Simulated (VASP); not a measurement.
# Ge2W3 (P-3m1) in VASP: notebook

Ge2W3 is run at these levels: PBE; tasks: single point, relaxation of cell and atoms.

All numbers are computed with VASP 6.6.1; they aren't measurements. Logs are shortened: lines on timing, memory, paths and dates and some standing lists are left out, and cuts for length are marked.

## Step 1: The cell of the first run

It takes space group P-3m1 (No. 164, trigonal). The conventional cell has a = 4.287 Å, b = 4.287 Å, c = 5.300 Å, α = 90.00°, β = 90.00°, γ = 120.00°. Within 3.3 Å of Ge (site symmetry 3m) lie 8 W at 2.53 to 2.77 Å and 3 Ge at 3.04 Å. Within 3.5 Å of W (site symmetry -3m) lie 6 Ge at 2.63 Å and 6 W at 3.11 Å. Within 3.3 Å of W (site symmetry 3m) lie 5 Ge at 2.53 to 2.77 Å and 6 W at 2.91 to 3.11 Å.

The cell was generated, and may not be a known phase.

## Step 2: Single point, PBE

INCAR reads:

```
SYSTEM = Ge2W3
PREC = Accurate ; ENCUT = 500
EDIFF = 1E-6 ; ISMEAR = 0
SIGMA = 0.1 ; LREAL = .False.
LASPH = .True. ; NELM = 120
ALGO = Normal ; ISIF = 2
LWAVE = .False. ; LCHARG = .False.
GGA = PE ; NBANDS = 43
GGA_COMPAT = .False.
```

KPOINTS reads:

```
regular mesh
0
Gamma
  6 6 4
  0 0 0
```

POSCAR reads:

```
Ge2W3
1.0
    4.2869381900      0.0000000000      0.0000000000
   -2.1434691000      3.7125973800      0.0000000000
    0.0000000000      0.0000000000      5.3004298800
Ge W
2 3
Direct
    0.3333333300      0.6666666700      0.1664214400
    0.6666666700      0.3333333300      0.8335785600
    0.0000000000      0.0000000000      0.0000000000
    0.3333333300      0.6666666700      0.6439374700
    0.6666666700      0.3333333300      0.3560625300
```

Potentials or basis: VASP PAW PBE potentials, release 64 (Ge_d, W_sv).

Command:

```bash
$ cat potpaw_PBE.64/Ge_d/POTCAR potpaw_PBE.64/W_sv/POTCAR > POTCAR
$ mpirun -np 1 vasp_std > vasp.out
```

OUTCAR:

```text
SYSTEM = Ge2W3
   PREC = Accurate
   ENCUT = 500
   EDIFF = 1E-6
   ISMEAR = 0
   LREAL = .False.
   LASPH = .True.
   NELM = 120
   ISIF = 2
   GGA = PE

 ion  position               nearest neighbor table
   1  0.333  0.667  0.166-   4 2.53   3 2.63   3 2.63   3 2.63   5 2.67   5 2.67   5 2.67   4 2.77

   2  0.667  0.333  0.834-   5 2.53   3 2.63   3 2.63   3 2.63   4 2.67   4 2.67   4 2.67   5 2.77

   3  0.000  0.000  0.000-   1 2.63   2 2.63   2 2.63   1 2.63   2 2.63   1 2.63   4 3.11   5 3.11
                             5 3.11   4 3.11   4 3.11   5 3.11
   4  0.333  0.667  0.644-   1 2.53   2 2.67   2 2.67   2 2.67   1 2.77   5 2.91   5 2.91   5 2.91
                             3 3.11   3 3.11   3 3.11
   5  0.667  0.333  0.356-   2 2.53   1 2.67   1 2.67   1 2.67   2 2.77   4 2.91   4 2.91   4 2.91
                             3 3.11   3 3.11   3 3.11

  LATTYP: Found a hexagonal cell.
 ALAT       =     4.2869381900
 C/A-ratio  =     1.2364138798

  Lattice vectors:

 A1 = (   4.2869381900,   0.0000000000,   0.0000000000)
 A2 = (  -2.1434691000,   3.7125973800,   0.0000000000)
 A3 = (   0.0000000000,   0.0000000000,   5.3004298800)

Analysis of symmetry for initial positions (statically):
=====================================================================
 Subroutine PRICEL returns:
 Original cell was already a primitive cell.

 Routine SETGRP: Setting up the symmetry group for a
 hexagonal supercell.

 Subroutine GETGRP returns: Found 12 space group operations
 (whereof 12 operations were pure point group operations)
 out of a pool of 24 trial point group operations.

The static configuration has the point symmetry D_3d.

Analysis of symmetry for dynamics (positions and initial velocities):
=====================================================================
 Subroutine PRICEL returns:
 Original cell was already a primitive cell.

 Routine SETGRP: Setting up the symmetry group for a
 hexagonal supercell.

 Subroutine GETGRP returns: Found 12 space group operations
 (whereof 12 operations were pure point group operations)
 out of a pool of 24 trial point group operations.

The dynamic configuration has the point symmetry D_3d.

 Subroutine INISYM returns: Found 12 space group operations
 (whereof 12 operations are pure point group operations),
 and found     1 'primitive' translations

----------------------------------------------------------------------------------------

                                     Primitive cell

  volume of cell :      84.3599

  direct lattice vectors                    reciprocal lattice vectors
     4.286938190  0.000000000  0.000000000     0.233266718  0.134676602  0.000000000
    -2.143469100  3.712597380  0.000000000     0.000000000  0.269353204  0.000000000
     0.000000000  0.000000000  5.300429880     0.000000000  0.000000000  0.188663943

  length of vectors
     4.286938190  4.286938195  5.300429880     0.269353204  0.269353204  0.188663943

  position of ions in fractional coordinates (direct lattice)
     0.333333330  0.666666670  0.166421440
     0.666666670  0.333333330  0.833578560
     0.000000000  0.000000000  0.000000000
     0.333333330  0.666666670  0.643937470
     0.666666670  0.333333330  0.356062530

  ion indices of the primitive-cell ions
   primitive index   ion index
                 1           1
                 2           2
                 3           3
                 4           4
                 5           5

----------------------------------------------------------------------------------------

 KPOINTS: regular mesh

Automatic generation of k-mesh.
 Grid dimensions read from file:
 generate k-points for:    6    6    4

 Generating k-lattice:

  Cartesian coordinates                     Fractional coordinates (reciprocal lattice)
     0.038877786  0.022446100  0.000000000     0.166666667  0.000000000  0.000000000
     0.000000000  0.044892201  0.000000000     0.000000000  0.166666667  0.000000000
     0.000000000  0.000000000  0.047165986     0.000000000  0.000000000  0.250000000

  Length of vectors
     0.044892201  0.044892201  0.047165986

  Shift w.r.t. Gamma in fractional coordinates (k-lattice)
     0.000000000  0.000000000  0.000000000

 Subroutine IBZKPT returns following result:
 ===========================================

 Found     24 irreducible k-points:

 Following reciprocal coordinates:
            Coordinates               Weight
  0.000000  0.000000  0.000000      1.000000
  0.166667  0.000000  0.000000      6.000000
  0.333333  0.000000  0.000000      6.000000
  0.500000  0.000000  0.000000      3.000000
  0.166667  0.166667  0.000000      6.000000
  0.333333  0.166667  0.000000     12.000000
[... 16 lines left out ...]
  0.333333  0.166667  0.500000     12.000000
  0.333333  0.333333  0.500000      2.000000
   k-points           NKPTS =     24   k-points in BZ     NKDIM =     24   number of bands    NBANDS=     43
   number of dos      NEDOS =    301   number of ions     NIONS =      5
   total plane-waves  NPLWV =  40960
   dimension x,y,z NGX =    32 NGY =   32 NGZ =   40
   dimension x,y,z NGXF=    64 NGYF=   64 NGZF=   80
   ions per type =               2   3
   NGX,Y,Z   is equivalent  to a cutoff of  12.41, 12.41, 12.55 a.u.
   NGXF,Y,Z  is equivalent  to a cutoff of  24.82, 24.82, 25.09 a.u.
 SYSTEM =  Ge2W3
   PREC   = accura    normal or accurate (medium, high low for compatibility)
   ISTART =      0    job   : 0-new  1-cont  2-samecut
   ICHARG =      2    charge: 1-file 2-atom 10-const
   ISPIN  =      1    spin polarized calculation?
   LNONCOLLINEAR =      F non collinear calculations
   LSORBIT =      F    spin-orbit coupling
   LASPH  =      T    aspherical Exc in radial PAW
   ENCUT  =  500.0 eV  36.75 Ry    6.06 a.u.   7.82  7.82  9.66*2*pi/ulx,y,z
   NELM   =    120;   NELMIN=  2; NELMDL= -5     # of ELM steps
   EDIFF  = 0.1E-05   stopping-criterion for ELM
   LREAL  =      F    real-space projection
   EDIFFG = 0.1E-04   stopping-criterion for IOM
   NSW    =      0    number of steps for IOM
   IBRION =     -1    ionic relax: 0-MD 1-quasi-New 2-CG
   NFREE  =      0    steps in history (QN), initial steepest desc. (CG)
   ISIF   =      2    stress and relaxation
   ISYM   =      2    0-nonsym 1-usesym 2-fastsym
   POTIM  = 0.5000    time-step for ionic-motion
   TEBEG  =    0.0;   TEEND  =   0.0 temperature during run
   PSTRESS=    0.0 pullay stress
   NELECT =      70.0000    total number of electrons
   NUPDOWN=      -1.0000    fix difference up-down
   EMIN   =  10.00;   EMAX   =-10.00  energy-range for DOS
   EFERMI =   0.00;   METHOD = LEGACY
   ISMEAR =     0;   SIGMA  =   0.10  broadening in eV -4-tet -1-fermi 0-gaus
   EFERMI_NEDOS =   21; number of points for ismear=-14 and -15
   IALGO  =     38    algorithm
   IMIX   =      4    mixing-type and parameters
     AMIX     =   0.40;   BMIX     =  1.00
     AMIX_MAG =   1.60;   BMIX_MAG =  1.00
  volume/ion in A,a.u.               =      16.87       113.86
  Fermi-wavevector in a.u.,A,eV,Ry     =   1.538375  2.907107 32.199502  2.366597
  Thomas-Fermi vector in A             =   2.644752
   LORBIT       =      0    0 simple, 1 ext, 2 COOP (PROOUT), +10 PAW based schemes
   GGA     = PE    functional components
   LHFCALC =     F    Hartree Fock is set to
   AEXX    =    0.0000 exact exchange contribution
   IVDW    =     0    specifies the selected vdW correction
   LEPSILON=     F    determine dielectric tensor
   LRPA    =     F    only Hartree local field effects (RPA)
 non-spin polarized calculation
 Gauss-broadening in eV      SIGMA  =   0.10
  energy-cutoff  :      500.00
  volume of cell :       84.36
 maximum number of plane-waves:      2173
 NGX is ok and might be reduce to    32
   NGX = 15   NGY = 15   NGZ = 19

 number of electron      69.9999995 magnetization

 Free energy of the ion-electron system (eV)
  ---------------------------------------------------
  ext. energy  EPLUGINS =         0.00000000
  ---------------------------------------------------
  free energy    TOTEN  =       -43.69567417 eV

  energy without entropy =      -43.66692413  energy(sigma->0) =      -43.68129915

 E-fermi :   9.4025     XC(G=0): -12.6121

 val. band max:        9.3789919365   @ k =   0.3333   0.3333   0.0000
 cond. band min:       9.4161912665   @ k =   0.3333   0.0000   0.2500
 fundamental gap:      0.0371993300
 Fermi energy:         9.4024781937

 k-point     1 :       0.0000    0.0000    0.0000
  band No.  band energies     occupation
      1     -64.7560      2.00000
      2     -64.7137      2.00000
      3     -64.5848      2.00000
      4     -29.0551      2.00000
      5     -29.0551      2.00000
      6     -29.0532      2.00000
[... 35 lines left out ...]
     42      13.4497      0.00000
     43      13.4501      0.00000

 k-point     2 :       0.1667    0.0000    0.0000
  band No.  band energies     occupation
      1     -64.7533      2.00000
      2     -64.7161      2.00000
      3     -64.5849      2.00000
      4     -29.1006      2.00000
      5     -29.0748      2.00000
      6     -29.0721      2.00000
[... 35 lines left out ...]
     42      13.1033      0.00000
     43      13.6697      0.00000

 k-point     3 :       0.3333    0.0000    0.0000
  band No.  band energies     occupation
      1     -64.7466      2.00000
      2     -64.7224      2.00000
      3     -64.5852      2.00000
      4     -29.1234      2.00000
      5     -29.1042      2.00000
      6     -29.0989      2.00000
[... 35 lines left out ...]
     42      13.1098      0.00000
     43      13.2362      0.00000

 k-point     4 :       0.5000    0.0000    0.0000
  band No.  band energies     occupation
      1     -64.7412      2.00000
      2     -64.7275      2.00000
      3     -64.5854      2.00000
      4     -29.1167      2.00000
      5     -29.1137      2.00000
      6     -29.1103      2.00000
[... 863 lines left out ...]
     42      12.6096      0.00000
     43      13.4326      0.00000

 k-point    23 :       0.3333    0.1667    0.5000
  band No.  band energies     occupation
      1     -64.7412      2.00000
      2     -64.7275      2.00000
      3     -64.5854      2.00000
      4     -29.1464      2.00000
      5     -29.1096      2.00000
      6     -29.1084      2.00000
[... 35 lines left out ...]
     42      13.2587      0.00000
     43      13.6144      0.00000

 k-point    24 :       0.3333    0.3333    0.5000
  band No.  band energies     occupation
      1     -64.7343      2.00000
      2     -64.7343      2.00000
      3     -64.5855      2.00000
      4     -29.1394      2.00000
      5     -29.1394      2.00000
      6     -29.1345      2.00000
[... 35 lines left out ...]
     42      13.4062      0.00000
     43      13.6731      0.00000

------------------------ aborting loop because EDIFF is reached ----------------------------------------

  FORCE on cell =-STRESS in cart. coord.  units (eV):
  Direction    XX          YY          ZZ          XY          YZ          ZX
  --------------------------------------------------------------------------------------
  -------------------------------------------------------------------------------------
  Total       -0.7815347     -0.7815347      1.9979883      0.0000000     -0.0000000      0.0000000
  in kB      -14.8430329    -14.8430330     37.9461184      0.0000000     -0.0000000      0.0000000
  external PRESSURE =       2.7533508 kB  Pullay stress =       0.0000000 kB

 VOLUME and BASIS-vectors are now :
 -----------------------------------------------------------------------------
  energy-cutoff  :      500.00
  volume of cell :       84.36
      direct lattice vectors                 reciprocal lattice vectors
     4.286938190  0.000000000  0.000000000     0.233266718  0.134676602  0.000000000
    -2.143469100  3.712597380  0.000000000     0.000000000  0.269353204  0.000000000
     0.000000000  0.000000000  5.300429880     0.000000000  0.000000000  0.188663943

 POSITION                                       TOTAL-FORCE (eV/Angst)
 -----------------------------------------------------------------------------------
     -0.00000      2.47506      0.88211        -0.000000     -0.000000      0.077714
      2.14347      1.23753      4.41832         0.000000      0.000000     -0.077714
      0.00000      0.00000      0.00000        -0.000000      0.000000      0.000000
     -0.00000      2.47506      3.41315         0.000000      0.000000      1.070653
      2.14347      1.23753      1.88728        -0.000000     -0.000000     -1.070653
 -----------------------------------------------------------------------------------
    total drift:                               -0.000000      0.000000     -0.000000

  FREE ENERGIE OF THE ION-ELECTRON SYSTEM (eV)
  ---------------------------------------------------
  free  energy   TOTEN  =       -43.6956741729 eV

  energy  without entropy=      -43.6669241307  energy(sigma->0) =      -43.68129915
```

Wall time 43 s (1 thread of Intel Xeon Platinum 8488C (Sapphire Rapids), shared host); peak memory 0.22 GiB.

What came out:

```
Free energy            : -43.6957 eV
Pressure               : 0.3 GPa
Largest force          : 1.071 eV/Å
Band gap on the k mesh : zero (bands 35 and 36 overlap by 0.75 eV)
```

Forces on the atoms (eV/Å):
```
Ge   0.000  0.000  0.078
Ge   0.000  0.000 -0.078
W    0.000  0.000  0.000
W    0.000  0.000  1.071
W    0.000  0.000 -1.071
```

Caveat: the stress differs along the axes, from -1 to 4 GPa; spin-orbit coupling is left out, which moves the levels of the heavy elements; forces of over 1 eV/Å act on the atoms, so gaps and moduli don't describe the material at rest.

## Step 3: Single point, PBE

This run uses another cell than the first one, of 17.03 Å³/atom.

INCAR reads:

```
SYSTEM = Ge2W3
PREC     = Accurate       ! precision mode
ENCUT    = 500            ! plane-wave cutoff, eV
EDIFF    = 1E-6           ! SCF threshold, eV
ISMEAR   = 0              ! smearing method
SIGMA    = 0.1            ! smearing width, eV
LREAL    = .False.        ! projectors in reciprocal space
LASPH    = .True.         ! aspherical terms in the spheres
NELM     = 120            ! most SCF steps
ALGO     = Normal         ! electronic algorithm
ISIF     = 2              ! what is computed and relaxed
LWAVE    = .False.        ! write WAVECAR
LCHARG   = .True.         ! write CHGCAR
GGA      = PE             ! functional
LELF     = .True.         ! ELF
LVHAR    = .True.       
NBANDS   = 43             ! bands
GGA_COMPAT= .False.
```

KPOINTS is that of step 2.

POSCAR reads:

```
Ge2W3
1.0
    4.2871259901      0.0000000029      0.0000000000
   -2.1435629975      3.7127600152      0.0000000000
    0.0000000000      0.0000000000      5.3503516425
Ge W
2 3
Direct
    0.3333333333      0.6666666667      0.1968089235
    0.6666666667      0.3333333333      0.8031910765
    0.0000000000      0.0000000000      0.0000000000
    0.3333333333      0.6666666667      0.6818426985
    0.6666666667      0.3333333333      0.3181573015
```

Potentials or basis: VASP PAW PBE potentials, release 64 (Ge_d, W_sv).

Command:

```bash
$ cat potpaw_PBE.64/Ge_d/POTCAR potpaw_PBE.64/W_sv/POTCAR > POTCAR
$ mpirun -np 1 vasp_std > vasp.out
```

Wall time 54 s (1 thread of Intel Xeon Platinum 8488C (Sapphire Rapids), shared host); peak memory 0.22 GiB.

It converged, with:

- Free energy: -43.9638 eV
- Pressure: 0.6 GPa
- Largest force: 0.003 eV/Å
- Band gap on the k mesh: zero (bands 35 and 36 overlap by 0.99 eV)

Forces on the atoms (eV/Å):
```
Ge   0.000  0.000 -0.003
Ge   0.000  0.000  0.003
W    0.000  0.000  0.000
W    0.000  0.000  0.001
W    0.000  0.000 -0.001
```

Stress tensor (GPa, compression positive):
```
0.62 0.00 0.00
0.00 0.62 0.00
0.00 0.00 0.51
```

Levels at points of the mesh, in eV from the Fermi level:
```csv
k point,band 31,band 32,band 33,band 34,band 35,band 36,band 37,band 38,band 39,band 40
"(0.00, 0.00, 0.00)",-3.42,-0.59,-0.02,0.34,0.34,0.64,0.64,0.95,1.87,1.87
"(0.50, 0.00, 0.00)",-2.97,-1.86,-1.70,-0.96,-0.08,0.02,0.11,0.15,0.33,0.81
"(0.00, 0.00, 0.50)",-2.65,-2.65,-0.44,-0.44,-0.06,0.71,0.71,1.02,3.83,3.83
"(0.50, 0.00, 0.50)",-2.66,-1.86,-0.98,-0.60,-0.59,-0.45,0.30,0.30,0.35,2.09
```

Caveat: spin-orbit coupling is left out, which moves the levels of the heavy elements.

(Continued in part 2 of 2.)

The gap in the log of VASP goes by the Fermi energy; the results here count the filled bands.